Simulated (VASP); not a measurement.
# BW8C8Cl3 in VASP: single point with PBE

Aim: the single point of BW8C8Cl3 with PBE.

Program: VASP 6.6.1. These are calculated values, not measurements. Logs are shortened: lines on timing, memory, paths and dates and some standing lists are left out, and cuts for length are marked.

### 1 The cell of the first run

The cell holds a slab with vacuum, 20 atoms: a = 5.749 Å, b = 5.749 Å, c = 17.225 Å, α = 90.00°, β = 90.00°, γ = 120.00°.

### 2 Single point, PBE

File INCAR:

```
SYSTEM = BW8C8Cl3
  PREC = Accurate
  ENCUT = 520
  EDIFF = 1E-6
  ISMEAR = -1
  SIGMA = 0.05
  LREAL = Auto
  LASPH = .True.
  NELM = 60
  ALGO = Normal
  ISIF = 2
  LWAVE = .False.
  LCHARG = .False.
  GGA = PE
  NBANDS = 100
```

File KPOINTS:

```
regular mesh
0
Gamma
  3 3 1
  0 0 0
```

File POSCAR:

```
BW8C8Cl3
1.0
    5.7490600000      0.0000000000      0.0000000000
   -2.8745300000      4.9788320000      0.0000000000
    0.0000000000      0.0000000000     17.2248850000
W C B Cl
8 8 1 3
Direct
    0.0000000000      0.0000000000      0.0580555000
   -0.0000117055      0.0000000910      0.2252977933
    0.0000000000      0.5000000000      0.0580555000
   -0.0000013922      0.4999893210      0.2253330672
    0.5000000000      0.0000000000      0.0580555000
    0.5000408869     -0.0000142428      0.2252540416
    0.5000000000      0.5000000000      0.0580555000
    0.5000229414      0.5000247946      0.2252732551
    0.3333381396      0.1666684104      0.1351957399
    0.3333560064      0.1666211217      0.2907508394
    0.3333258206      0.6666479582      0.1351996525
    0.3334861993      0.6668008732      0.2907646480
    0.8333657377      0.1666783917      0.1352041462
    0.8331385423      0.1664753797      0.2908140467
    0.8333479134      0.6666737379      0.1352057297
    0.8331984048      0.6667009944      0.2907815056
    0.5745064672      0.1569437593      0.5523390343
    0.5487254831     -0.1558556040      0.5648595357
    0.8165809263      0.4320279282      0.6054256067
    0.3621795923      0.1939272930      0.4876859213
```

Potentials or basis: VASP PAW PBE potentials, release 64 (W_sv, C, B, Cl).

The run is started by

```console
> cat potpaw_PBE.64/W_sv/POTCAR potpaw_PBE.64/C/POTCAR potpaw_PBE.64/B/POTCAR potpaw_PBE.64/Cl/POTCAR > POTCAR
> mpirun -np 1 vasp_std > vasp.out
```

OUTCAR:

```text
SYSTEM = BW8C8Cl3
   PREC = Accurate
   ENCUT = 520
   EDIFF = 1E-6
   ISMEAR = -1
   LREAL = Auto
   LASPH = .True.
   NELM = 60
   ISIF = 2
   GGA = PE

 ion  position               nearest neighbor table
   1  0.000  0.000  0.058-  13 2.13   9 2.13  15 2.13   7 2.87   3 2.87   3 2.87   7 2.87   5 2.87
                             5 2.87   2 2.88
   2  1.000  0.000  0.225-  10 2.01  16 2.01  14 2.01  13 2.27  15 2.27   9 2.27   6 2.87   8 2.87
                             4 2.87   4 2.87   8 2.87   6 2.87   1 2.88
   3  0.000  0.500  0.058-  11 2.13  13 2.13  15 2.13   5 2.87   1 2.87   1 2.87   5 2.87   7 2.87
                             7 2.87   4 2.88
   4  1.000  0.500  0.225-  12 2.01  16 2.01  14 2.01  13 2.27  15 2.27  11 2.27   6 2.87   2 2.87
                             8 2.87   8 2.87   2 2.87   6 2.87   3 2.88
   5  0.500  0.000  0.058-   9 2.13  11 2.13  13 2.13   7 2.87   3 2.87   7 2.87   3 2.87   1 2.87
                             1 2.87   6 2.88
   6  0.500  1.000  0.225-  12 2.01  14 2.01  10 2.01  13 2.27  11 2.27   9 2.27   2 2.87   8 2.87
                             4 2.87   4 2.87   8 2.87   2 2.87   5 2.88
   7  0.500  0.500  0.058-   9 2.13  11 2.13  15 2.13   5 2.87   1 2.87   5 2.87   1 2.87   3 2.87
                             3 2.87   8 2.88
   8  0.500  0.500  0.225-  16 2.01  12 2.01  10 2.01  15 2.27  11 2.27   9 2.27   6 2.87   2 2.87
                             4 2.87   4 2.87   2 2.87   6 2.87   7 2.88
   9  0.333  0.167  0.135-   5 2.13   7 2.13   1 2.13   6 2.27   8 2.27   2 2.27
  10  0.333  0.167  0.291-   2 2.01   6 2.01   8 2.01
  11  0.333  0.667  0.135-   7 2.13   3 2.13   5 2.13   6 2.27   8 2.27   4 2.27
  12  0.333  0.667  0.291-   6 2.01   8 2.01   4 2.01
  13  0.833  0.167  0.135-   1 2.13   3 2.13   5 2.13   6 2.27   2 2.27   4 2.27
  14  0.833  0.166  0.291-   6 2.01   2 2.01   4 2.01
  15  0.833  0.667  0.135-   3 2.13   1 2.13   7 2.13   8 2.27   2 2.27   4 2.27
  16  0.833  0.667  0.291-   8 2.01   2 2.01   4 2.01
  17  0.575  0.157  0.552-  20 1.74  18 1.74  19 1.75
  18  0.549  0.844  0.565-  17 1.74
  19  0.817  0.432  0.605-  17 1.75
  20  0.362  0.194  0.488-  17 1.74

  LATTYP: Found a hexagonal cell.
 ALAT       =     5.7490600000
 C/A-ratio  =     2.9961219747

  Lattice vectors:

 A1 = (   5.7490600000,   0.0000000000,   0.0000000000)
 A2 = (  -2.8745300000,   4.9788320000,   0.0000000000)
 A3 = (   0.0000000000,   0.0000000000,  17.2248850000)

Analysis of symmetry for initial positions (statically):
=====================================================================
 Subroutine PRICEL returns:
 Original cell was already a primitive cell.

 Routine SETGRP: Setting up the symmetry group for a
 hexagonal supercell.

 Subroutine GETGRP returns: Found  1 space group operations
 (whereof  1 operations were pure point group operations)
 out of a pool of 24 trial point group operations.

The static configuration has the point symmetry C_1 .

Analysis of symmetry for dynamics (positions and initial velocities):
=====================================================================
 Subroutine PRICEL returns:
 Original cell was already a primitive cell.

 Routine SETGRP: Setting up the symmetry group for a
 hexagonal supercell.

 Subroutine GETGRP returns: Found  1 space group operations
 (whereof  1 operations were pure point group operations)
 out of a pool of 24 trial point group operations.

The dynamic configuration has the point symmetry C_1 .

 Subroutine INISYM returns: Found  1 space group operations
 (whereof  1 operations are pure point group operations),
 and found     1 'primitive' translations

----------------------------------------------------------------------------------------

                                     Primitive cell

  volume of cell :     493.0383

  direct lattice vectors                    reciprocal lattice vectors
     5.749060000  0.000000000  0.000000000     0.173941479  0.100425160  0.000000000
    -2.874530000  4.978832000  0.000000000     0.000000000  0.200850320  0.000000000
     0.000000000  0.000000000 17.224885000     0.000000000  0.000000000  0.058055540

  length of vectors
     5.749060000  5.749059993 17.224885000     0.200850320  0.200850320  0.058055540

  position of ions in fractional coordinates (direct lattice)
     0.000000000  0.000000000  0.058055500
     0.999988294  0.000000091  0.225297793
     0.000000000  0.500000000  0.058055500
     0.999998608  0.499989321  0.225333067
     0.500000000  0.000000000  0.058055500
     0.500040887  0.999985757  0.225254042
[... 12 lines left out ...]
     0.816580926  0.432027928  0.605425607
     0.362179592  0.193927293  0.487685921

  ion indices of the primitive-cell ions
   primitive index   ion index
                 1           1
                 2           2
                 3           3
                 4           4
                 5           5
                 6           6
[... 12 lines left out ...]
                19          19
                20          20

----------------------------------------------------------------------------------------

 KPOINTS: regular mesh

Automatic generation of k-mesh.
 Grid dimensions read from file:
 generate k-points for:    3    3    1

 Generating k-lattice:

  Cartesian coordinates                     Fractional coordinates (reciprocal lattice)
     0.057980493  0.033475053  0.000000000     0.333333333  0.000000000  0.000000000
     0.000000000  0.066950107  0.000000000     0.000000000  0.333333333  0.000000000
     0.000000000  0.000000000  0.058055540     0.000000000  0.000000000  1.000000000

  Length of vectors
     0.066950107  0.066950107  0.058055540

  Shift w.r.t. Gamma in fractional coordinates (k-lattice)
     0.000000000  0.000000000  0.000000000

 Subroutine IBZKPT returns following result:
 ===========================================

 Found      5 irreducible k-points:

 Following reciprocal coordinates:
            Coordinates               Weight
  0.000000  0.000000  0.000000      1.000000
  0.333333  0.000000  0.000000      2.000000
  0.000000  0.333333  0.000000      2.000000
 -0.333333  0.333333  0.000000      2.000000
  0.333333  0.333333  0.000000      2.000000
   k-points           NKPTS =      5   k-points in BZ     NKDIM =      5   number of bands    NBANDS=    100
   number of dos      NEDOS =    301   number of ions     NIONS =     20
   total plane-waves  NPLWV = 294912
   dimension x,y,z NGX =    48 NGY =   48 NGZ =  128
   dimension x,y,z NGXF=    96 NGYF=   96 NGZF=  256
   ions per type =               8   8   1   3
   NGX,Y,Z   is equivalent  to a cutoff of  13.88, 13.88, 12.35 a.u.
   NGXF,Y,Z  is equivalent  to a cutoff of  27.76, 27.76, 24.71 a.u.
 SYSTEM =  BW8C8Cl3
   PREC   = accura    normal or accurate (medium, high low for compatibility)
   ISTART =      0    job   : 0-new  1-cont  2-samecut
   ICHARG =      2    charge: 1-file 2-atom 10-const
   ISPIN  =      1    spin polarized calculation?
   LNONCOLLINEAR =      F non collinear calculations
   LSORBIT =      F    spin-orbit coupling
   LASPH  =      T    aspherical Exc in radial PAW
   ENCUT  =  520.0 eV  38.22 Ry    6.18 a.u.  10.69 10.69 32.03*2*pi/ulx,y,z
   NELM   =     60;   NELMIN=  2; NELMDL= -5     # of ELM steps
   EDIFF  = 0.1E-05   stopping-criterion for ELM
   LREAL  =      T    real-space projection
   EDIFFG = 0.1E-04   stopping-criterion for IOM
   NSW    =      0    number of steps for IOM
   IBRION =     -1    ionic relax: 0-MD 1-quasi-New 2-CG
   NFREE  =      0    steps in history (QN), initial steepest desc. (CG)
   ISIF   =      2    stress and relaxation
   ISYM   =      2    0-nonsym 1-usesym 2-fastsym
   POTIM  = 0.5000    time-step for ionic-motion
   TEBEG  =    0.0;   TEEND  =   0.0 temperature during run
   PSTRESS=    0.0 pullay stress
   NELECT =     168.0000    total number of electrons
   NUPDOWN=      -1.0000    fix difference up-down
   EMIN   =  10.00;   EMAX   =-10.00  energy-range for DOS
   EFERMI =   0.00;   METHOD = LEGACY
   ISMEAR =    -1;   SIGMA  =   0.05  broadening in eV -4-tet -1-fermi 0-gaus
   EFERMI_NEDOS =   21; number of points for ismear=-14 and -15
   IALGO  =     38    algorithm
   IMIX   =      4    mixing-type and parameters
     AMIX     =   0.40;   BMIX     =  1.00
     AMIX_MAG =   1.60;   BMIX_MAG =  1.00
  volume/ion in A,a.u.               =      24.65       166.36
  Fermi-wavevector in a.u.,A,eV,Ry     =   1.143451  2.160810 17.789360  1.307481
  Thomas-Fermi vector in A             =   2.280146
   LORBIT       =      0    0 simple, 1 ext, 2 COOP (PROOUT), +10 PAW based schemes
   GGA     = PE    functional components
   LHFCALC =     F    Hartree Fock is set to
   AEXX    =    0.0000 exact exchange contribution
   IVDW    =     0    specifies the selected vdW correction
   LEPSILON=     F    determine dielectric tensor
   LRPA    =     F    only Hartree local field effects (RPA)
 non-spin polarized calculation
  energy-cutoff  :      520.00
  volume of cell :      493.04
 maximum number of plane-waves:     13301
 NGX is ok and might be reduce to    48
   NGX = 21   NGY = 21   NGZ = 65

 number of electron     167.9999988 magnetization

 Free energy of the ion-electron system (eV)
  ---------------------------------------------------
  ext. energy  EPLUGINS =         0.00000000
  ---------------------------------------------------
  free energy    TOTEN  =      -178.29747337 eV

  energy without entropy =     -178.23361758  energy(sigma->0) =     -178.26554548

 E-fermi :   1.6670     XC(G=0):  -7.4761

 val. band max:        1.0681944239   @ k =   0.3333   0.3333   0.0000
 cond. band min:       1.7238332293   @ k =   0.0000   0.0000   0.0000
 fundamental gap:      0.6556388054
 Fermi energy:         1.6670149383

 k-point     1 :       0.0000    0.0000    0.0000
  band No.  band energies     occupation
      1     -72.5589      2.00000
      2     -72.4903      2.00000
      3     -72.4882      2.00000
      4     -72.4870      2.00000
      5     -72.4701      2.00000
      6     -72.4055      2.00000
[... 88 lines left out ...]
     95       4.2902      0.00000
     96       4.5276      0.00000

 k-point     2 :       0.3333    0.0000    0.0000
  band No.  band energies     occupation
      1     -72.5414      2.00000
      2     -72.5062      2.00000
      3     -72.4899      2.00000
      4     -72.4872      2.00000
      5     -72.4540      2.00000
      6     -72.4216      2.00000
[... 88 lines left out ...]
     95       3.6753      0.00000
     96       4.2981      0.00000

 k-point     3 :       0.0000    0.3333    0.0000
  band No.  band energies     occupation
      1     -72.5414      2.00000
      2     -72.5063      2.00000
      3     -72.4893      2.00000
      4     -72.4876      2.00000
      5     -72.4540      2.00000
      6     -72.4216      2.00000
[... 88 lines left out ...]
     95       3.6773      0.00000
     96       4.2981      0.00000

 k-point     4 :      -0.3333    0.3333    0.0000
  band No.  band energies     occupation
      1     -72.5414      2.00000
      2     -72.5063      2.00000
      3     -72.4887      2.00000
      4     -72.4882      2.00000
      5     -72.4540      2.00000
      6     -72.4216      2.00000
[... 88 lines left out ...]
     95       3.6778      0.00000
     96       4.2981      0.00000

 k-point     5 :       0.3333    0.3333    0.0000
  band No.  band energies     occupation
      1     -72.5168      2.00000
      2     -72.5147      2.00000
      3     -72.5135      2.00000
      4     -72.4796      2.00000
      5     -72.4299      2.00000
      6     -72.4297      2.00000
[... 88 lines left out ...]
     95       3.7936      0.00000
     96       4.0647      0.00000
 [bands above 96 left out]

------------------------ aborting loop because EDIFF is reached ----------------------------------------

  FORCE on cell =-STRESS in cart. coord.  units (eV):
  Direction    XX          YY          ZZ          XY          YZ          ZX
  --------------------------------------------------------------------------------------
  -------------------------------------------------------------------------------------
  Total       17.5532043     17.7652116      0.9629748     -0.2989058     -0.0884578     -0.1148889
  in kB       57.0408967     57.7298357      3.1292830     -0.9713242     -0.2874523     -0.3733428
  external PRESSURE =      39.3000052 kB  Pullay stress =       0.0000000 kB

 VOLUME and BASIS-vectors are now :
 -----------------------------------------------------------------------------
  energy-cutoff  :      520.00
  volume of cell :      493.04
      direct lattice vectors                 reciprocal lattice vectors
     5.749060000  0.000000000  0.000000000     0.173941479  0.100425160  0.000000000
    -2.874530000  4.978832000  0.000000000     0.000000000  0.200850320  0.000000000
     0.000000000  0.000000000 17.224885000     0.000000000  0.000000000  0.058055540

 POSITION                                       TOTAL-FORCE (eV/Angst)
 -----------------------------------------------------------------------------------
      0.00000      0.00000      1.00000         0.001251     -0.000053     -0.065335
      5.74899      0.00000      3.88073        -0.000731      0.000209     -0.041723
     -1.43727      2.48942      1.00000         0.000186     -0.000141     -0.061640
      4.31182      2.48936      3.88134        -0.000428     -0.001527     -0.035620
      2.87453      0.00000      1.00000        -0.000357      0.000510     -0.068779
      0.00028      4.97876      3.87997        -0.000536      0.001964     -0.040946
[... 12 lines left out ...]
      3.45270      2.15099     10.42839        -0.059601     -0.125597     -0.068050
      1.52474      0.96553      8.40033         0.035027      0.001398      0.027620
 -----------------------------------------------------------------------------------
    total drift:                               -0.001578      0.001193      0.040727

  FREE ENERGIE OF THE ION-ELECTRON SYSTEM (eV)
  ---------------------------------------------------
  free  energy   TOTEN  =      -178.2974733743 eV

  energy  without entropy=     -178.2336175848  energy(sigma->0) =     -178.26554548
```

It took 8.2 min on 1 thread of Intel Xeon 6975P-C (Granite Rapids), shared host; peak memory 0.7 GiB.

What came out:

```yaml
Free_energy: -178.2975 eV
Largest_force: 0.155 eV/Å
Band_gap_on_the_k_mesh: zero (bands 84 and 85 overlap by 0.85 eV)
```

Forces on the atoms (eV/Å):
```
W    0.001  0.000 -0.065
W   -0.001  0.000 -0.042
W    0.000  0.000 -0.062
W    0.000 -0.002 -0.036
W    0.000  0.001 -0.069
W   -0.001  0.002 -0.041
W    0.001 -0.001 -0.067
W    0.000 -0.001 -0.042
C    0.000  0.000  0.006
C    0.001  0.001  0.098
C   -0.001  0.002  0.004
C   -0.002 -0.003  0.099
C   -0.001  0.000  0.004
C    0.001  0.003  0.094
C    0.001  0.000  0.002
C    0.003 -0.001  0.100
B    0.074  0.021  0.070
Cl  -0.051  0.103 -0.014
Cl  -0.060 -0.126 -0.068
Cl   0.035  0.001  0.028
```

Caveat: the k points lie up to 0.42 Å⁻¹ apart, too coarse for converged energies and pressures of a metal; spin-orbit coupling is left out, which moves the levels of the heavy elements.
